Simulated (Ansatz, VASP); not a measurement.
**One calculation of Ba16O, two programs**

```
Ba O
1.0
    10.04000    0.00000    0.00000
     0.00000   10.04000    0.00000
     0.00000    0.00000   10.04000
Ba O
16 1
Direct
  0.03017 0.99632 0.00001
  0.46948 0.99633 0.00001
  0.98870 0.48534 0.00001
  0.00449 0.99635 0.50001
  0.24983 0.26470 0.26116
  0.51097 0.48534 0.00001
  0.49518 0.99636 0.50001
  0.74984 0.24181 0.25723
  0.99262 0.50825 0.50001
  0.24984 0.75373 0.21966
  0.24983 0.26470 0.73886
  0.50704 0.50824 0.50001
  0.74983 0.75368 0.24536
  0.74984 0.24181 0.74279
  0.24984 0.75373 0.78036
  0.74983 0.75368 0.75467
  0.24984 0.87503 0.00001
```

Alike in both runs: functional PBE; dispersion D3(BJ); k mesh 2 × 2 × 2; occupations gaussian, width 0.1 eV; no spin polarisation.

Ansatz relaxed the structure, and its values are those at the end. VASP's run is a single point on that final structure, the one shown.

```csv
,VASP,Ansatz
version,VASP 6.6.1,Ansatz 0.2.0
potentials or method,"VASP PAW PBE potentials, release 64 (Ba_sv, O), cutoff 520 eV","scalar-relativistic, plane waves, PAW"
valence electrons in the cell,166,166
```

Ansatz gave:

| Property | Result |
| --- | --- |
| rms of the force components (eV/Å) | 0.002 |

**Question.** What did VASP give for the same quantities?

**Answer.** rms of the force components (eV/Å): 0.058.

Neither program's run includes spin-orbit coupling.
